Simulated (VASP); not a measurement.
# Al15CuN15 (a cell with a defect) in VASP: a series of runs, part 2 of 2

VASP 6.6.1. The steps go on from the part before.

### Step 4. Single point, PBE

INCAR reads:

```
  PREC = Accurate
  ENCUT = 520
  EDIFF = 1E-6
  ISMEAR = 0
  SIGMA = 0.01
  LREAL = Auto
  LASPH = T
  NELM = 120
  ALGO = Normal
  ISIF = 2
  LWAVE = F
  LCHARG = T
  GGA = PE
  LELF = T
  LVHAR = T
  NBANDS = 86
  NELECT = 132.0
  GGA_COMPAT = F
  ISYM = -1
```

KPOINTS reads:

```
explicit points
1
Reciprocal
  0.25000000   0.25000000   0.25000000 1
```

POSCAR reads:

```
Al15CuN15
1.0
    6.2595139128      0.0000000578      0.0000000000
   -3.1297570064      5.4208980350      0.0000000000
    0.0000000000      0.0000000000     10.0348065929
Al Cu N
15 1 15
Direct
    0.3257066616      0.1733839557      0.2566025819
    0.3330454493      0.1663349331      0.7488085694
    0.1647958855      0.3348005623      0.9966990996
    0.3307012011      0.6681815240      0.2547618791
    0.1617361012      0.8297149595      0.5007908135
    0.3312011685      0.6596770365      0.7465175008
    0.1662315552      0.8356577328      1.0020197992
    0.8310308240      0.1684805502      0.2546705499
    0.6692029919      0.3376029023      0.5005195779
    0.8389371702      0.1678966468      0.7463853271
    0.6637567698      0.3332696669      1.0018704968
    0.8294933160      0.6689718882      0.2528261031
    0.6633634422      0.8366212755      0.4997526618
    0.8326866663      0.6670352424      0.7502498702
    0.6643553248      0.8353355575      1.0000815637
    0.2142778382      0.2863778134      0.4844772032
    0.1630031049      0.3366668564      0.1862567178
    0.3320401187      0.1675127386      0.9412251361
    0.1699927478      0.3279251852      0.6972083247
    0.3358193516      0.6791881439      0.4394000895
    0.1643996097      0.8365946601      0.1928698608
    0.3309101728      0.6712638110      0.9397490043
    0.1674502339      0.8304065421      0.6909660445
    0.8201075702      0.1637628778      0.4392664975
    0.6615362199      0.3333595519      0.1928803450
    0.8286976410      0.1689849766      0.9396832147
    0.6694080175      0.3327368281      0.6908132102
    0.8308625267      0.6688183824      0.4414990587
    0.6652272066      0.8336665208      0.1890975488
    0.8309884822      0.6686404241      0.9411242996
    0.6676434871      0.8313286127      0.6914993475
```

Potentials or basis: VASP PAW PBE potentials, release 64 (Al, Cu, N).

Command:

```
$ cat potpaw_PBE.64/Al/POTCAR potpaw_PBE.64/Cu/POTCAR potpaw_PBE.64/N/POTCAR > POTCAR
$ mpirun -np 1 vasp_std > vasp.out
```

OUTCAR:

```text
PREC = Accurate
   ENCUT = 520
   EDIFF = 1E-6
   ISMEAR = 0
   LREAL = Auto
   LASPH = T
   NELM = 120
   ISIF = 2
   GGA = PE
   NELECT = 132.0
   ISYM = -1

 ion  position               nearest neighbor table
   1  0.326  0.173  0.257-  17 1.90  25 1.93  21 1.93  16 2.59   9 3.08   5 3.08   8 3.08   4 3.08
                            12 3.13  12 3.13   3 3.14   7 3.14  11 3.15   4 3.18   8 3.18
   2  0.333  0.166  0.749-  19 1.83  23 1.91  27 1.91  18 1.93  16 2.95   3 3.09   5 3.09   9 3.09
                             6 3.09  10 3.10  11 3.11   7 3.11  14 3.13  14 3.13  10 3.16   6 3.17
   3  0.165  0.335  0.997-  18 1.90  17 1.90  26 1.91  22 1.91   6 3.07  10 3.07   2 3.09  11 3.13
                             7 3.13  15 3.13  15 3.13   7 3.13  11 3.13   1 3.14   4 3.16   8 3.16
   4  0.331  0.668  0.255-  20 1.85  21 1.92  17 1.92  29 1.93  13 3.05   5 3.05   1 3.08   7 3.11
                            12 3.12   8 3.13  15 3.13   8 3.13  12 3.14   3 3.16   1 3.18
   5  0.162  0.830  0.501-  20 1.87  28 1.89  23 1.91  16 2.71   4 3.05  12 3.07  14 3.07   6 3.08
                             1 3.08   9 3.08   2 3.09  13 3.12  13 3.14   9 3.18
   6  0.331  0.660  0.747-  19 1.87  23 1.90  31 1.91  22 1.94  13 3.06   3 3.07   5 3.08  10 3.08
                             2 3.09  14 3.12  15 3.12  14 3.14   7 3.16   2 3.17  10 3.18
   7  0.166  0.836  0.002-  22 1.89  18 1.90  21 1.92  30 1.92  14 3.11  12 3.11   2 3.11   4 3.11
                            11 3.11  15 3.12   3 3.13   3 3.13  15 3.14   1 3.14  11 3.14   6 3.16
   8  0.831  0.168  0.255-  24 1.85  25 1.92  17 1.93  29 1.93  13 3.05   9 3.05   1 3.08  11 3.11
                            12 3.12   4 3.13  15 3.13   4 3.13  12 3.14   3 3.16   1 3.18
   9  0.669  0.338  0.501-  24 1.87  28 1.89  27 1.91  16 2.71   8 3.05  12 3.07   1 3.08  14 3.08
                            10 3.08   5 3.08   2 3.09  13 3.12  13 3.14   5 3.18
  10  0.839  0.168  0.746-  19 1.86  27 1.90  31 1.91  26 1.94  13 3.06   3 3.07   9 3.08   6 3.08
                             2 3.10  14 3.12  15 3.12  14 3.14  11 3.16   2 3.16   6 3.18
  11  0.664  0.333  0.002-  26 1.89  18 1.90  25 1.92  30 1.92  14 3.11  12 3.11   2 3.11   8 3.11
                             7 3.11  15 3.12   3 3.13   3 3.13  15 3.14   7 3.14   1 3.15  10 3.16
  12  0.829  0.669  0.253-  28 1.89  29 1.89  21 1.91  25 1.92   9 3.07  13 3.07   5 3.07  11 3.11
                            15 3.11   7 3.11   4 3.12   8 3.12   1 3.13   1 3.13   8 3.14   4 3.14
  13  0.663  0.837  0.500-  24 1.87  20 1.88  28 1.91  31 1.92   8 3.05   4 3.05  10 3.06   6 3.06
                            12 3.07  14 3.11   9 3.12   5 3.12   5 3.14   9 3.14
  14  0.833  0.667  0.750-  31 1.88  27 1.91  23 1.91  30 1.92   5 3.07   9 3.08  15 3.10  11 3.11
                             7 3.11  13 3.11  10 3.12   6 3.12   2 3.13   2 3.13   6 3.14  10 3.14
  15  0.664  0.835  0.000-  29 1.90  30 1.90  22 1.91  26 1.91  14 3.10  12 3.11  11 3.12   7 3.12
                            10 3.12   6 3.12   8 3.13   3 3.13   3 3.13   4 3.13   7 3.14  11 3.14
  16  0.214  0.286  0.484-  19 2.18  20 2.23  24 2.23   1 2.59   9 2.71   5 2.71   2 2.95
  17  0.163  0.337  0.186-   3 1.90   1 1.90   4 1.92   8 1.93
  18  0.332  0.168  0.941-   3 1.90  11 1.90   7 1.90   2 1.93
  19  0.170  0.328  0.697-   2 1.83  10 1.86   6 1.87  16 2.18
  20  0.336  0.679  0.439-   4 1.85   5 1.87  13 1.88  16 2.23
  21  0.164  0.837  0.193-  12 1.91   7 1.92   4 1.92   1 1.93
  22  0.331  0.671  0.940-   7 1.89  15 1.91   3 1.91   6 1.94
  23  0.167  0.830  0.691-   6 1.90   5 1.91  14 1.91   2 1.91
  24  0.820  0.164  0.439-   8 1.85   9 1.87  13 1.87  16 2.23
  25  0.662  0.333  0.193-   8 1.92  12 1.92  11 1.92   1 1.93
  26  0.829  0.169  0.940-  11 1.89  15 1.91   3 1.91  10 1.94
  27  0.669  0.333  0.691-  10 1.90  14 1.91   9 1.91   2 1.91
  28  0.831  0.669  0.441-   5 1.89   9 1.89  12 1.89  13 1.91
  29  0.665  0.834  0.189-  12 1.89  15 1.90   4 1.93   8 1.93
  30  0.831  0.669  0.941-  15 1.90  14 1.92   7 1.92  11 1.92
  31  0.668  0.831  0.691-  14 1.88   6 1.91  10 1.91  13 1.92

IMPORTANT INFORMATION: All symmetrisations will be switched off!
NOSYMM: (Re-)initialisation of all symmetry stuff for point group C_1.

----------------------------------------------------------------------------------------

                                     Primitive cell

  volume of cell :     340.5029

[... 103 lines left out ...]
   NELM   =    120;   NELMIN=  2; NELMDL= -5     # of ELM steps
   EDIFF  = 0.1E-05   stopping-criterion for ELM
   LREAL  =      T    real-space projection
   EDIFFG = 0.1E-04   stopping-criterion for IOM
   NSW    =      0    number of steps for IOM
   IBRION =     -1    ionic relax: 0-MD 1-quasi-New 2-CG
   NFREE  =      0    steps in history (QN), initial steepest desc. (CG)
   ISIF   =      2    stress and relaxation
   ISYM   =     -1    0-nonsym 1-usesym 2-fastsym
   POTIM  = 0.5000    time-step for ionic-motion
   TEBEG  =    0.0;   TEEND  =   0.0 temperature during run
   PSTRESS=    0.0 pullay stress
   NELECT =     132.0000    total number of electrons
   NUPDOWN=      -1.0000    fix difference up-down
   EMIN   =  10.00;   EMAX   =-10.00  energy-range for DOS
   EFERMI =   0.00;   METHOD = LEGACY
   ISMEAR =     0;   SIGMA  =   0.01  broadening in eV -4-tet -1-fermi 0-gaus
   EFERMI_NEDOS =   21; number of points for ismear=-14 and -15
   IALGO  =     38    algorithm
   IMIX   =      4    mixing-type and parameters
     AMIX     =   0.40;   BMIX     =  1.00
     AMIX_MAG =   1.60;   BMIX_MAG =  1.00
  volume/ion in A,a.u.               =      10.98        74.12
  Fermi-wavevector in a.u.,A,eV,Ry     =   1.193693  2.255752 19.386971  1.424902
  Thomas-Fermi vector in A             =   2.329701
   LORBIT       =      0    0 simple, 1 ext, 2 COOP (PROOUT), +10 PAW based schemes
   GGA     = PE    functional components
   LHFCALC =     F    Hartree Fock is set to
   AEXX    =    0.0000 exact exchange contribution
   IVDW    =     0    specifies the selected vdW correction
   LEPSILON=     F    determine dielectric tensor
   LRPA    =     F    only Hartree local field effects (RPA)
 non-spin polarized calculation
 Gauss-broadening in eV      SIGMA  =   0.01
  energy-cutoff  :      520.00
  volume of cell :      340.50
 maximum number of plane-waves:      9148
 NGX is ok and might be reduce to    48
   NGX = 23   NGY = 23   NGZ = 37

 number of electron     131.9999998 magnetization

 Free energy of the ion-electron system (eV)
  ---------------------------------------------------
  ext. energy  EPLUGINS =         0.00000000
  ---------------------------------------------------
  free energy    TOTEN  =      -217.82061182 eV

  energy without entropy =     -217.82061182  energy(sigma->0) =     -217.82061182

 E-fermi :   6.6190     XC(G=0): -10.8392

 val. band max:        6.5713601413   @ k =   0.2500   0.2500   0.2500
 cond. band min:       9.5429764454   @ k =   0.2500   0.2500   0.2500
 fundamental gap:      2.9716163040
 Fermi energy:         6.6190304865

 k-point     1 :       0.2500    0.2500    0.2500
  band No.  band energies     occupation
      1      -8.8438      2.00000
      2      -8.3804      2.00000
      3      -8.2540      2.00000
      4      -8.1544      2.00000
      5      -7.8838      2.00000
      6      -7.7313      2.00000
[... 70 lines left out ...]
     77      12.5051      0.00000
     78      12.6370      0.00000
 [bands above 78 left out]

------------------------ aborting loop because EDIFF is reached ----------------------------------------

  FORCE on cell =-STRESS in cart. coord.  units (eV):
  Direction    XX          YY          ZZ          XY          YZ          ZX
  --------------------------------------------------------------------------------------
  -------------------------------------------------------------------------------------
  Total        5.3446191      1.0325642     12.9135204     -3.6075383     -1.0826466      2.4910048
  in kB       25.1481757      4.8585513     60.7623243    -16.9746439     -5.0942051     11.7209897
  external PRESSURE =      30.2563504 kB  Pullay stress =       0.0000000 kB

 VOLUME and BASIS-vectors are now :
 -----------------------------------------------------------------------------
  energy-cutoff  :      520.00
  volume of cell :      340.50
      direct lattice vectors                 reciprocal lattice vectors
     6.259513913  0.000000058  0.000000000     0.159756813  0.092235641  0.000000000
    -3.129757006  5.420898035  0.000000000    -0.000000002  0.184471279  0.000000000
     0.000000000  0.000000000 10.034806593     0.000000000  0.000000000  0.099653141

 POSITION                                       TOTAL-FORCE (eV/Angst)
 -----------------------------------------------------------------------------------
      1.49612      0.93990      2.57496         0.014920     -0.006104     -0.020541
      1.56411      0.90168      7.51415        -0.004344      0.002813      0.011355
     -0.01630      1.81492     10.00168        -0.001809      0.000137     -0.008427
     -0.02122      3.62214      2.55649        -0.005586     -0.001484      0.007695
     -1.58442      4.49780      5.02534         0.008207     -0.027340      0.003365
      0.00853      3.57604      7.49116         0.003593     -0.003681     -0.006028
[... 23 lines left out ...]
      3.10890      3.62463      9.44400         0.002649     -0.002361     -0.002729
      1.57727      4.50655      6.93906        -0.001320      0.000500      0.000185
 -----------------------------------------------------------------------------------
    total drift:                               -0.008531      0.003147      0.003337

  FREE ENERGIE OF THE ION-ELECTRON SYSTEM (eV)
  ---------------------------------------------------
  free  energy   TOTEN  =      -217.8206118195 eV

  energy  without entropy=     -217.8206118195  energy(sigma->0) =     -217.82061182
```

Wall time 3.1 min (1 thread of Intel Xeon 8259CL, shared host); peak memory 0.43 GiB.

What came out:

```yaml
Free_energy: -217.8206 eV
Largest_force: 0.037 eV/Å
```

Forces on the atoms (eV/Å):
```
Al   0.015 -0.006 -0.021
Al  -0.004  0.003  0.011
Al  -0.002  0.000 -0.008
Al  -0.006 -0.001  0.008
Al   0.008 -0.027  0.003
Al   0.004 -0.004 -0.006
Al   0.004  0.004  0.004
Al  -0.006 -0.001  0.003
Al   0.035  0.009  0.004
Al   0.011 -0.004 -0.001
Al  -0.001 -0.003  0.004
Al  -0.002 -0.002  0.007
Al   0.000 -0.004  0.001
Al  -0.002  0.007  0.002
Al  -0.004  0.001  0.006
Cu  -0.004  0.002  0.003
N   -0.001  0.003  0.004
N    0.002 -0.001  0.001
N    0.000 -0.002  0.015
N   -0.001  0.022 -0.014
N   -0.001 -0.003 -0.006
N   -0.001 -0.001 -0.001
N   -0.004  0.008  0.006
N   -0.021 -0.007 -0.011
N    0.003  0.004 -0.005
N    0.001  0.002  0.000
N   -0.014 -0.003  0.003
N   -0.013  0.004  0.000
N    0.002  0.003 -0.011
N    0.003 -0.002 -0.003
N   -0.001  0.001  0.000
```

Levels at points of the mesh, in eV from the Fermi level:
| k point | band 62 | band 63 | band 64 | band 65 | band 66 | band 67 | band 68 | band 69 | band 70 | band 71 |
| --- | --- | --- | --- | --- | --- | --- | --- | --- | --- | --- |
| (0.25, 0.25, 0.25) | -1.06 | -0.94 | -0.77 | -0.15 | -0.05 | 2.92 | 3.43 | 4.08 | 4.63 | 5.19 |

Caveat: the cell carries a net charge on a neutralising background, which shifts energy and pressure; the cell is charged against a uniform background, so pressure and absolute levels hang on convention.
